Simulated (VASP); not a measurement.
# LiCl (Fm-3m) in VASP: further runs

LiCl is run at these levels: PBE; tasks: single point.

Program: VASP 6.6.1. These are calculated values, not measurements. Logs are shortened: lines on timing, memory, paths and dates and some standing lists are left out, and cuts for length are marked.

### 1 The cell of the first run

It takes space group Fm-3m (No. 225, cubic). The conventional cell has a = 5.095 Å, b = 5.095 Å, c = 5.095 Å, α = 90.00°, β = 90.00°, γ = 90.00°. Within 3.4 Å of Li (site symmetry m-3m) lie 6 Cl at 2.55 Å. Cl (site symmetry m-3m) has 6 Li at 2.55 Å within 3.4 Å.

### 2 Single point, PBE (strained)

File INCAR:

```
SYSTEM = LiCl
  PREC = Accurate
  ENCUT = 750
  EDIFF = 1E-6
  ISMEAR = 0
  SIGMA = 0.02
  LREAL = .FALSE.
  LASPH = .TRUE.
  NELM = 120
  ALGO = Normal
  ISIF = 2
  LWAVE = .FALSE.
  LCHARG = .FALSE.
  GGA = PE
  NBANDS = 12
  GGA_COMPAT = .FALSE.
```

File KPOINTS:

```
regular mesh
0
G
  8 8 8
  0 0 0
```

File POSCAR:

```
LiCl
1.0
    0.0000000000      2.5477299936      2.5477299936
    2.5477299936      0.0000000000      2.5477299936
    2.5477299936      2.5477299936      0.0000000000
Li Cl
1 1
Direct
    0.0000000000      0.0000000000      0.0000000000
    0.5000000000      0.5000000000      0.5000000000
```

Potentials or basis: VASP PAW PBE potentials, release 64 (Li_sv, Cl).

Started as:

```
$ cat potpaw_PBE.64/Li_sv/POTCAR potpaw_PBE.64/Cl/POTCAR > POTCAR
$ mpirun -np 1 vasp_std > vasp.out
```

OUTCAR:

```text
SYSTEM = LiCl
   PREC = Accurate
   ENCUT = 750
   EDIFF = 1E-6
   ISMEAR = 0
   LREAL = .FALSE.
   LASPH = .TRUE.
   NELM = 120
   ISIF = 2
   GGA = PE

 ion  position               nearest neighbor table
   1  0.000  0.000  0.000-   2 2.55   2 2.55   2 2.55   2 2.55   2 2.55   2 2.55
   2  0.500  0.500  0.500-   1 2.55   1 2.55   1 2.55   1 2.55   1 2.55   1 2.55

  LATTYP: Found a face centered cubic cell.
 ALAT       =     5.0954599872

  Lattice vectors:

 A1 = (   0.0000000000,   2.5477299936,   2.5477299936)
 A2 = (   2.5477299936,   0.0000000000,   2.5477299936)
 A3 = (   2.5477299936,   2.5477299936,   0.0000000000)

Analysis of symmetry for initial positions (statically):
=====================================================================
 Subroutine PRICEL returns:
 Original cell was already a primitive cell.

 Routine SETGRP: Setting up the symmetry group for a
 face centered cubic supercell.

 Subroutine GETGRP returns: Found 48 space group operations
 (whereof 48 operations were pure point group operations)
 out of a pool of 48 trial point group operations.

The static configuration has the point symmetry O_h .

Analysis of symmetry for dynamics (positions and initial velocities):
=====================================================================
 Subroutine PRICEL returns:
 Original cell was already a primitive cell.

 Routine SETGRP: Setting up the symmetry group for a
 face centered cubic supercell.

 Subroutine GETGRP returns: Found 48 space group operations
 (whereof 48 operations were pure point group operations)
 out of a pool of 48 trial point group operations.

The dynamic configuration has the point symmetry O_h .

 Subroutine INISYM returns: Found 48 space group operations
 (whereof 48 operations are pure point group operations),
 and found     1 'primitive' translations

----------------------------------------------------------------------------------------

                                     Primitive cell

  volume of cell :      33.0743

  direct lattice vectors                    reciprocal lattice vectors
     0.000000000  2.547729994  2.547729994    -0.196253136  0.196253136  0.196253136
     2.547729994  0.000000000  2.547729994     0.196253136 -0.196253136  0.196253136
     2.547729994  2.547729994  0.000000000     0.196253136  0.196253136 -0.196253136

  length of vectors
     3.603034310  3.603034310  3.603034310     0.339920402  0.339920402  0.339920402

  position of ions in fractional coordinates (direct lattice)
     0.000000000  0.000000000  0.000000000
     0.500000000  0.500000000  0.500000000

  ion indices of the primitive-cell ions
   primitive index   ion index
                 1           1
                 2           2

----------------------------------------------------------------------------------------

 KPOINTS: regular mesh

Automatic generation of k-mesh.
 Grid dimensions read from file:
 generate k-points for:    8    8    8

 Generating k-lattice:

  Cartesian coordinates                     Fractional coordinates (reciprocal lattice)
    -0.024531642  0.024531642  0.024531642     0.125000000  0.000000000  0.000000000
     0.024531642 -0.024531642  0.024531642     0.000000000  0.125000000  0.000000000
     0.024531642  0.024531642 -0.024531642     0.000000000  0.000000000  0.125000000

  Length of vectors
     0.042490050  0.042490050  0.042490050

  Shift w.r.t. Gamma in fractional coordinates (k-lattice)
     0.000000000  0.000000000  0.000000000

 Subroutine IBZKPT returns following result:
 ===========================================

 Found     29 irreducible k-points:

 Following reciprocal coordinates:
            Coordinates               Weight
  0.000000  0.000000  0.000000      1.000000
  0.125000  0.000000  0.000000      8.000000
  0.250000  0.000000  0.000000      8.000000
  0.375000  0.000000  0.000000      8.000000
  0.500000  0.000000  0.000000      4.000000
  0.125000  0.125000  0.000000      6.000000
[... 16 lines left out ...]
  0.500000  0.250000  0.125000     48.000000
 -0.375000  0.250000  0.125000     24.000000
 [... further k-points ...]
   k-points           NKPTS =     29   k-points in BZ     NKDIM =     29   number of bands    NBANDS=     12
   number of dos      NEDOS =    301   number of ions     NIONS =      2
   total plane-waves  NPLWV =  32768
   dimension x,y,z NGX =    32 NGY =   32 NGZ =   32
   dimension x,y,z NGXF=    64 NGYF=   64 NGZF=   64
   ions per type =               1   1
   NGX,Y,Z   is equivalent  to a cutoff of  14.76, 14.76, 14.76 a.u.
   NGXF,Y,Z  is equivalent  to a cutoff of  29.53, 29.53, 29.53 a.u.
 SYSTEM =  LiCl
   PREC   = accura    normal or accurate (medium, high low for compatibility)
   ISTART =      0    job   : 0-new  1-cont  2-samecut
   ICHARG =      2    charge: 1-file 2-atom 10-const
   ISPIN  =      1    spin polarized calculation?
   LNONCOLLINEAR =      F non collinear calculations
   LSORBIT =      F    spin-orbit coupling
   LASPH  =      T    aspherical Exc in radial PAW
   ENCUT  =  750.0 eV  55.12 Ry    7.42 a.u.   8.05  8.05  8.05*2*pi/ulx,y,z
   NELM   =    120;   NELMIN=  2; NELMDL= -5     # of ELM steps
   EDIFF  = 0.1E-05   stopping-criterion for ELM
   LREAL  =      F    real-space projection
[... 7 lines left out ...]
   TEBEG  =    0.0;   TEEND  =   0.0 temperature during run
   PSTRESS=    0.0 pullay stress
   NELECT =      10.0000    total number of electrons
   NUPDOWN=      -1.0000    fix difference up-down
   EMIN   =  10.00;   EMAX   =-10.00  energy-range for DOS
   EFERMI =   0.00;   METHOD = LEGACY
   ISMEAR =     0;   SIGMA  =   0.02  broadening in eV -4-tet -1-fermi 0-gaus
   EFERMI_NEDOS =   21; number of points for ismear=-14 and -15
   IALGO  =     38    algorithm
   IMIX   =      4    mixing-type and parameters
     AMIX     =   0.40;   BMIX     =  1.00
     AMIX_MAG =   1.60;   BMIX_MAG =  1.00
  volume/ion in A,a.u.               =      16.54       111.60
  Fermi-wavevector in a.u.,A,eV,Ry     =   1.098782  2.076396 16.426604  1.207321
  Thomas-Fermi vector in A             =   2.235165
   LORBIT       =      0    0 simple, 1 ext, 2 COOP (PROOUT), +10 PAW based schemes
   GGA     = PE    functional components
   LHFCALC =     F    Hartree Fock is set to
   AEXX    =    0.0000 exact exchange contribution
   IVDW    =     0    specifies the selected vdW correction
   LEPSILON=     F    determine dielectric tensor
   LRPA    =     F    only Hartree local field effects (RPA)
 non-spin polarized calculation
 Gauss-broadening in eV      SIGMA  =   0.02
  energy-cutoff  :      750.00
  volume of cell :       33.07
 maximum number of plane-waves:      1572
   NGX = 17   NGY = 17   NGZ = 17

 number of electron      10.0000001 magnetization

 Free energy of the ion-electron system (eV)
  ---------------------------------------------------
  ext. energy  EPLUGINS =         0.00000000
  ---------------------------------------------------
  free energy    TOTEN  =        -7.38047348 eV

  energy without entropy =       -7.38047348  energy(sigma->0) =       -7.38047348

 E-fermi :   0.8275     XC(G=0):  -8.8173

 val. band max:        0.7301571383   @ k =   0.0000   0.0000   0.0000
 cond. band min:       7.1812646408   @ k =   0.0000   0.0000   0.0000
 fundamental gap:      6.4511075025
 Fermi energy:         0.8274672139

 k-point     1 :       0.0000    0.0000    0.0000
  band No.  band energies     occupation
      1     -42.7493      2.00000
      2     -12.7382      2.00000
      3       0.7302      2.00000
      4       0.7302      2.00000
      5       0.7302      2.00000
      6       7.1813      0.00000
      7      12.6855      0.00000
      8      12.6855      0.00000
      9      12.6855      0.00000
     10      15.3820      0.00000
     11      15.3828      0.00000
     12      15.4011      0.00000

 k-point     2 :       0.1250    0.0000    0.0000
  band No.  band energies     occupation
      1     -42.7489      2.00000
      2     -12.6594      2.00000
      3       0.1897      2.00000
      4       0.6876      2.00000
      5       0.6876      2.00000
      6       7.6425      0.00000
      7      11.9119      0.00000
      8      12.5990      0.00000
      9      12.5990      0.00000
     10      13.8811      0.00000
     11      13.8811      0.00000
     12      15.8427      0.00000

 k-point     3 :       0.2500    0.0000    0.0000
  band No.  band energies     occupation
      1     -42.7479      2.00000
      2     -12.4581      2.00000
      3      -0.8936      2.00000
      4       0.5906      2.00000
      5       0.5906      2.00000
      6       8.0296      0.00000
      7      11.4511      0.00000
      8      11.4511      0.00000
      9      11.8016      0.00000
     10      14.7333      0.00000
     11      14.7333      0.00000
     12      16.4165      0.00000
[... 286 lines left out ...]
 k-point    23 :       0.5000    0.2500    0.1250
  band No.  band energies     occupation
      1     -42.7462      2.00000
      2     -12.1033      2.00000
      3      -1.6498      2.00000
      4      -0.5194      2.00000
      5       0.2232      2.00000
      6       9.1793      0.00000
      7      10.1373      0.00000
      8      11.1461      0.00000
      9      12.2150      0.00000
     10      15.2447      0.00000
     11      18.3388      0.00000
     12      18.7552      0.00000

 k-point    24 :      -0.3750    0.2500    0.1250
  band No.  band energies     occupation
      1     -42.7459      2.00000
      2     -12.0204      2.00000
      3      -1.8896      2.00000
      4      -0.6177      2.00000
      5       0.1320      2.00000
      6       8.9885      0.00000
      7      10.0844      0.00000
      8      11.3264      0.00000
      9      12.6160      0.00000
     10      16.3609      0.00000
     11      16.9926      0.00000
     12      19.0409      0.00000

 [... further k-points ...]

------------------------ aborting loop because EDIFF is reached ----------------------------------------

  FORCE on cell =-STRESS in cart. coord.  units (eV):
  Direction    XX          YY          ZZ          XY          YZ          ZX
  --------------------------------------------------------------------------------------
  -------------------------------------------------------------------------------------
  Total        0.2080540      0.2080540      0.2080540      0.0000000     -0.0000000      0.0000000
  in kB       10.0785118     10.0785118     10.0785118      0.0000000     -0.0000000      0.0000000
  external PRESSURE =      10.0785118 kB  Pullay stress =       0.0000000 kB

 VOLUME and BASIS-vectors are now :
 -----------------------------------------------------------------------------
  energy-cutoff  :      750.00
  volume of cell :       33.07
      direct lattice vectors                 reciprocal lattice vectors
     0.000000000  2.547729994  2.547729994    -0.196253136  0.196253136  0.196253136
     2.547729994  0.000000000  2.547729994     0.196253136 -0.196253136  0.196253136
     2.547729994  2.547729994  0.000000000     0.196253136  0.196253136 -0.196253136

 POSITION                                       TOTAL-FORCE (eV/Angst)
 -----------------------------------------------------------------------------------
      0.00000      0.00000      0.00000         0.000000      0.000000      0.000000
      2.54773      2.54773      2.54773        -0.000000     -0.000000      0.000000
 -----------------------------------------------------------------------------------
    total drift:                               -0.000000     -0.000000      0.000000

  FREE ENERGIE OF THE ION-ELECTRON SYSTEM (eV)
  ---------------------------------------------------
  free  energy   TOTEN  =        -7.3804734793 eV

  energy  without entropy=       -7.3804734793  energy(sigma->0) =       -7.38047348
```

Run time: 29 s. Hardware: 1 thread of Intel Xeon 8259CL, shared host; peak memory 0.17 GiB.

What came out:

- Free energy: -7.3805 eV
- Pressure: 1.0 GPa
- Band gap on the k mesh: 6.45 eV

Levels at points of the mesh, in eV from the valence-band top:
| k point | band 1 | band 2 | band 3 | band 4 | band 5 | band 6 | band 7 | band 8 | band 9 | band 10 |
| --- | --- | --- | --- | --- | --- | --- | --- | --- | --- | --- |
| (0.00, 0.00, 0.00) | -43.48 | -13.47 | 0.00 | 0.00 | 0.00 | 6.45 | 11.96 | 11.96 | 11.96 | 14.65 |
| (0.50, 0.00, 0.00) | -43.48 | -12.87 | -2.90 | -0.26 | -0.26 | 6.78 | 9.51 | 9.51 | 13.18 | 17.04 |
| (0.50, 0.50, 0.00) | -43.48 | -12.61 | -2.98 | -1.14 | -1.14 | 7.92 | 8.26 | 12.61 | 14.27 | 14.27 |

Caveat: the cell differs from its parent crystal (strained). A k mesh can miss the band edges.

[end of part 1 of 2]
